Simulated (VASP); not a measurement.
# Os (Fm-3m) in VASP: further runs

The runs below take Os through single point, relaxation of cell and atoms, with PBEsol.

All numbers are computed with VASP 6.6.1; they aren't measurements. Logs are shortened: lines on timing, memory, paths and dates and some standing lists are left out, and cuts for length are marked.

### Step 1. The cell of the first run

Symmetry: Fm-3m, No. 225, cubic system. Conventional cell: a = 3.821 Å, b = 3.821 Å, c = 3.821 Å, α = 90.00°, β = 90.00°, γ = 90.00°. Within 3.6 Å of Os (site symmetry m-3m) lie 12 Os at 2.70 Å.

This isn't the form of Os at room conditions, which is hcp.

### Step 2. Single point, PBEsol

INCAR reads:

```
SYSTEM = Os
PREC = Accurate ; ENCUT = 600
EDIFF = 1E-6 ; ISMEAR = 0
SIGMA = 0.05 ; LREAL = .False.
LASPH = .True. ; NELM = 120
ALGO = Normal ; ISIF = 2
LWAVE = .False. ; LCHARG = .False.
GGA = PS ; NBANDS = 10
GGA_COMPAT = .False.
```

KPOINTS reads:

```
Automatic mesh
0
Gamma
  11 11 11
  0 0 0
```

POSCAR reads:

```
Os
1.0
    0.0000000000      1.9105089928      1.9105089928
    1.9105089928      0.0000000000      1.9105089928
    1.9105089928      1.9105089928      0.0000000000
Os
1
Direct
    0.0000000000      0.0000000000      0.0000000000
```

Potentials or basis: VASP PAW PBE potentials, release 64 (Os).

Command:

```bash
$ cat potpaw_PBE.64/Os/POTCAR > POTCAR
$ mpirun -np 1 vasp_std > vasp.out
```

OUTCAR:

```text
SYSTEM = Os
   PREC = Accurate
   ENCUT = 600
   EDIFF = 1E-6
   ISMEAR = 0
   LREAL = .False.
   LASPH = .True.
   NELM = 120
   ISIF = 2
   GGA = PS

 ion  position               nearest neighbor table
   1  0.000  0.000  0.000-

  LATTYP: Found a face centered cubic cell.
 ALAT       =     3.8210179856

  Lattice vectors:

 A1 = (   0.0000000000,   1.9105089928,   1.9105089928)
 A2 = (   1.9105089928,   0.0000000000,   1.9105089928)
 A3 = (   1.9105089928,   1.9105089928,   0.0000000000)

Analysis of symmetry for initial positions (statically):
=====================================================================
 Subroutine PRICEL returns:
 Original cell was already a primitive cell.

 Routine SETGRP: Setting up the symmetry group for a
 face centered cubic supercell.

 Subroutine GETGRP returns: Found 48 space group operations
 (whereof 48 operations were pure point group operations)
 out of a pool of 48 trial point group operations.

The static configuration has the point symmetry O_h .

Analysis of symmetry for dynamics (positions and initial velocities):
=====================================================================
 Subroutine PRICEL returns:
 Original cell was already a primitive cell.

 Routine SETGRP: Setting up the symmetry group for a
 face centered cubic supercell.

 Subroutine GETGRP returns: Found 48 space group operations
 (whereof 48 operations were pure point group operations)
 out of a pool of 48 trial point group operations.

The dynamic configuration has the point symmetry O_h .

 Subroutine INISYM returns: Found 48 space group operations
 (whereof 48 operations are pure point group operations),
 and found     1 'primitive' translations

----------------------------------------------------------------------------------------

                                     Primitive cell

  volume of cell :      13.9469

  direct lattice vectors                    reciprocal lattice vectors
     0.000000000  1.910508993  1.910508993    -0.261710362  0.261710362  0.261710362
     1.910508993  0.000000000  1.910508993     0.261710362 -0.261710362  0.261710362
     1.910508993  1.910508993  0.000000000     0.261710362  0.261710362 -0.261710362

  length of vectors
     2.701867729  2.701867729  2.701867729     0.453295644  0.453295644  0.453295644

  position of ions in fractional coordinates (direct lattice)
     0.000000000  0.000000000  0.000000000

  ion indices of the primitive-cell ions
   primitive index   ion index
                 1           1

----------------------------------------------------------------------------------------

 KPOINTS: Automatic mesh

Automatic generation of k-mesh.
 Grid dimensions read from file:
 generate k-points for:   11   11   11

 Generating k-lattice:

  Cartesian coordinates                     Fractional coordinates (reciprocal lattice)
    -0.023791851  0.023791851  0.023791851     0.090909091  0.000000000  0.000000000
     0.023791851 -0.023791851  0.023791851     0.000000000  0.090909091  0.000000000
     0.023791851  0.023791851 -0.023791851     0.000000000  0.000000000  0.090909091

  Length of vectors
     0.041208695  0.041208695  0.041208695

  Shift w.r.t. Gamma in fractional coordinates (k-lattice)
     0.000000000  0.000000000  0.000000000

 Subroutine IBZKPT returns following result:
 ===========================================

 Found     56 irreducible k-points:

 Following reciprocal coordinates:
            Coordinates               Weight
  0.000000  0.000000  0.000000      1.000000
  0.090909  0.000000  0.000000      8.000000
  0.181818  0.000000  0.000000      8.000000
  0.272727  0.000000  0.000000      8.000000
  0.363636  0.000000  0.000000      8.000000
  0.454545  0.000000  0.000000      8.000000
[... 16 lines left out ...]
 -0.272727  0.181818  0.000000     24.000000
 -0.181818  0.181818  0.000000     12.000000
 [... further k-points ...]
   k-points           NKPTS =     56   k-points in BZ     NKDIM =     56   number of bands    NBANDS=     10
   number of dos      NEDOS =    301   number of ions     NIONS =      1
   total plane-waves  NPLWV =  13824
   dimension x,y,z NGX =    24 NGY =   24 NGZ =   24
   dimension x,y,z NGXF=    48 NGYF=   48 NGZF=   48
   ions per type =               1
   NGX,Y,Z   is equivalent  to a cutoff of  14.77, 14.77, 14.77 a.u.
   NGXF,Y,Z  is equivalent  to a cutoff of  29.53, 29.53, 29.53 a.u.
 SYSTEM =  Os
   PREC   = accura    normal or accurate (medium, high low for compatibility)
   ISTART =      0    job   : 0-new  1-cont  2-samecut
   ICHARG =      2    charge: 1-file 2-atom 10-const
   ISPIN  =      1    spin polarized calculation?
   LNONCOLLINEAR =      F non collinear calculations
   LSORBIT =      F    spin-orbit coupling
   LASPH  =      T    aspherical Exc in radial PAW
   ENCUT  =  600.0 eV  44.10 Ry    6.64 a.u.   5.40  5.40  5.40*2*pi/ulx,y,z
   NELM   =    120;   NELMIN=  2; NELMDL= -5     # of ELM steps
   EDIFF  = 0.1E-05   stopping-criterion for ELM
   LREAL  =      F    real-space projection
   EDIFFG = 0.1E-04   stopping-criterion for IOM
   NSW    =      0    number of steps for IOM
   IBRION =     -1    ionic relax: 0-MD 1-quasi-New 2-CG
   NFREE  =      0    steps in history (QN), initial steepest desc. (CG)
   ISIF   =      2    stress and relaxation
   ISYM   =      2    0-nonsym 1-usesym 2-fastsym
   POTIM  = 0.5000    time-step for ionic-motion
   TEBEG  =    0.0;   TEEND  =   0.0 temperature during run
   PSTRESS=    0.0 pullay stress
   NELECT =       8.0000    total number of electrons
   NUPDOWN=      -1.0000    fix difference up-down
   EMIN   =  10.00;   EMAX   =-10.00  energy-range for DOS
   EFERMI =   0.00;   METHOD = LEGACY
   ISMEAR =     0;   SIGMA  =   0.05  broadening in eV -4-tet -1-fermi 0-gaus
   EFERMI_NEDOS =   21; number of points for ismear=-14 and -15
   IALGO  =     38    algorithm
   IMIX   =      4    mixing-type and parameters
     AMIX     =   0.40;   BMIX     =  1.00
     AMIX_MAG =   1.60;   BMIX_MAG =  1.00
  volume/ion in A,a.u.               =      13.95        94.12
  Fermi-wavevector in a.u.,A,eV,Ry     =   1.360230  2.570462 25.173855  1.850226
  Thomas-Fermi vector in A             =   2.486910
   LORBIT       =      0    0 simple, 1 ext, 2 COOP (PROOUT), +10 PAW based schemes
   GGA     = PS    functional components
   LHFCALC =     F    Hartree Fock is set to
   AEXX    =    0.0000 exact exchange contribution
   IVDW    =     0    specifies the selected vdW correction
   LEPSILON=     F    determine dielectric tensor
   LRPA    =     F    only Hartree local field effects (RPA)
 non-spin polarized calculation
 Gauss-broadening in eV      SIGMA  =   0.05
  energy-cutoff  :      600.00
  volume of cell :       13.95
 maximum number of plane-waves:       487
 NGX is ok and might be reduce to    24
   NGX = 11   NGY = 11   NGZ = 11

 number of electron       8.0000000 magnetization

 Free energy of the ion-electron system (eV)
  ---------------------------------------------------
  ext. energy  EPLUGINS =         0.00000000
  ---------------------------------------------------
  free energy    TOTEN  =       -12.09838291 eV

  energy without entropy =      -12.09767584  energy(sigma->0) =      -12.09802937

 E-fermi :   9.1106     XC(G=0): -14.1703

 val. band max:        9.0902759594   @ k =   0.1818   0.0000   0.0000
 cond. band min:       9.1616280429   @ k =   0.0909   0.0000   0.0000
 fundamental gap:      0.0713520834
 Fermi energy:         9.1106037704

 k-point     1 :       0.0000    0.0000    0.0000
  band No.  band energies     occupation
      1      -1.6709      2.00000
      2       6.2041      2.00000
      3       6.2041      2.00000
      4       6.2041      2.00000
      5       9.2802      0.00000
      6       9.2802      0.00000
      7      23.5129      0.00000
      8      29.3164      0.00000
      9      29.3164      0.00000
     10      29.3164      0.00000

 k-point     2 :       0.0909    0.0000    0.0000
  band No.  band energies     occupation
      1      -1.2864      2.00000
      2       5.9782      2.00000
      3       6.3743      2.00000
      4       6.3743      2.00000
      5       9.1616      0.14897
      6       9.1616      0.14897
      7      24.2204      0.00000
      8      27.6536      0.00000
      9      30.0026      0.00000
     10      30.0026      0.00000

 k-point     3 :       0.1818    0.0000    0.0000
  band No.  band energies     occupation
      1      -0.2614      2.00000
      2       5.5616      2.00000
      3       6.6790      2.00000
      4       6.6790      2.00000
      5       9.0903      1.43468
      6       9.0903      1.43468
      7      24.9411      0.00000
      8      26.2314      0.00000
      9      31.9107      0.00000
     10      31.9107      0.00000

 k-point     4 :       0.2727    0.0000    0.0000
  band No.  band energies     occupation
      1       0.8960      2.00000
      2       5.6514      2.00000
      3       6.6260      2.00000
      4       6.6260      2.00000
      5       9.6693      0.00000
      6       9.6693      0.00000
      7      22.8829      0.00000
      8      26.7271      0.00000
      9      34.0676      0.00000
     10      34.3687      0.00000
[... 222 lines left out ...]
 k-point    22 :      -0.3636    0.1818    0.0000
  band No.  band energies     occupation
      1       2.7342      2.00000
      2       5.1274      2.00000
      3       6.4312      2.00000
      4       7.1337      2.00000
      5      10.4660      0.00000
      6      14.1342      0.00000
      7      19.3605      0.00000
      8      25.4805      0.00000
      9      27.1368      0.00000
     10      31.1438      0.00000

 k-point    23 :      -0.2727    0.1818    0.0000
  band No.  band energies     occupation
      1       2.6511      2.00000
      2       5.1824      2.00000
      3       5.6754      2.00000
      4       7.3529      2.00000
      5       9.0585      1.85967
      6      12.9109      0.00000
      7      22.1798      0.00000
      8      26.5178      0.00000
      9      27.5692      0.00000
     10      32.3358      0.00000

 k-point    24 :      -0.1818    0.1818    0.0000
  band No.  band energies     occupation
      1       1.6851      2.00000
      2       4.8451      2.00000
      3       6.3071      2.00000
      4       7.8163      2.00000
      5       7.8173      2.00000
      6      11.3703      0.00000
      7      24.1877      0.00000
      8      28.0176      0.00000
      9      29.4004      0.00000
     10      29.9268      0.00000

 [... further k-points ...]

------------------------ aborting loop because EDIFF is reached ----------------------------------------

  FORCE on cell =-STRESS in cart. coord.  units (eV):
  Direction    XX          YY          ZZ          XY          YZ          ZX
  --------------------------------------------------------------------------------------
  -------------------------------------------------------------------------------------
  Total        0.0564029      0.0564029      0.0564029     -0.0000000      0.0000000      0.0000000
  in kB        6.4794046      6.4794046      6.4794046     -0.0000000      0.0000000      0.0000000
  external PRESSURE =       6.4794046 kB  Pullay stress =       0.0000000 kB

 VOLUME and BASIS-vectors are now :
 -----------------------------------------------------------------------------
  energy-cutoff  :      600.00
  volume of cell :       13.95
      direct lattice vectors                 reciprocal lattice vectors
     0.000000000  1.910508993  1.910508993    -0.261710362  0.261710362  0.261710362
     1.910508993  0.000000000  1.910508993     0.261710362 -0.261710362  0.261710362
     1.910508993  1.910508993  0.000000000     0.261710362  0.261710362 -0.261710362

 POSITION                                       TOTAL-FORCE (eV/Angst)
 -----------------------------------------------------------------------------------
      0.00000      0.00000      0.00000        -0.000000     -0.000000      0.000000
 -----------------------------------------------------------------------------------
    total drift:                               -0.000000      0.000000      0.000000

  FREE ENERGIE OF THE ION-ELECTRON SYSTEM (eV)
  ---------------------------------------------------
  free  energy   TOTEN  =       -12.0983829090 eV

  energy  without entropy=      -12.0976758366  energy(sigma->0) =      -12.09802937
```

It took 4.7 s on 1 thread of Intel Xeon 6975P-C (Granite Rapids), shared host; peak memory 0.14 GiB.

Results:

```yaml
Free_energy: -12.0984 eV
Pressure: 0.6 GPa
Band_gap_on_the_k_mesh: zero (bands 4 and 5 overlap by 4.01 eV)
```

Caveat: the PAW data sets were made with another functional, which shifts forces and pressure a little; spin-orbit coupling is left out, which moves the levels of the heavy elements.

### Step 3. Relaxation of cell and atoms, PBEsol

INCAR reads:

```
SYSTEM = Os
PREC = Accurate ; ENCUT = 600
EDIFF = 1E-7 ; ISMEAR = 0
SIGMA = 0.05 ; LREAL = .FALSE.
LASPH = .TRUE. ; NELM = 120
ALGO = Normal ; ISIF = 3
LWAVE = .FALSE. ; LCHARG = .FALSE.
GGA = PS ; IBRION = 2
NSW = 80 ; EDIFFG = -0.01
GGA_COMPAT = .FALSE. ; NELMIN = 4
```

KPOINTS reads:

```
regular mesh
0
G
  11 11 11
  0 0 0
```

POSCAR reads:

```
Os
1.0
    0.0000000000      1.9100000000      1.9100000000
    1.9100000000      0.0000000000      1.9100000000
    1.9100000000      1.9100000000      0.0000000000
Os
1
Direct
    0.0000000000      0.0000000000      0.0000000000
```

Potentials or basis: VASP PAW PBE potentials, release 64 (Os).

Command:

```bash
$ cat potpaw_PBE.64/Os/POTCAR > POTCAR
$ mpirun -np 1 vasp_std > vasp.out
```

Run time: 8.7 s. Hardware: 1 thread of Intel Xeon 6975P-C (Granite Rapids), shared host; peak memory 0.14 GiB.

It converged, with:

- Free energy: -12.0984 eV
- Relaxed volume: 13.97 Å³/atom
- Relaxed cell: a = 2.703 Å, b = 2.703 Å, c = 2.703 Å, α = 60.00°, β = 60.00°, γ = 60.00°
- Space group after relaxing (to 0.1 Å): Fm-3m (No. 225)
- Energy gained by relaxing: 0.1 meV/atom
- Ionic steps: 3
- Pressure after relaxing: 0.0 GPa
- Band gap on the k mesh: zero (bands 4 and 5 overlap by 4.00 eV)

Final structure:
```
Os
1.0
     0.00000    1.91144    1.91144
     1.91144    0.00000    1.91144
     1.91144    1.91144    0.00000
Os
1
Direct
  0.00000 0.00000 0.00000
```

Levels at points of the mesh, in eV from the Fermi level:
| k point | band 1 | band 2 | band 3 | band 4 | band 5 | band 6 | band 7 | band 8 |
| --- | --- | --- | --- | --- | --- | --- | --- | --- |
| (0.00, 0.00, 0.00) | -10.77 | -2.90 | -2.90 | -2.90 | 0.17 | 0.17 | 14.40 | 20.20 |

Caveat: the PAW data sets were made with another functional, which shifts forces and pressure a little; spin-orbit coupling is left out, which moves the levels of the heavy elements.
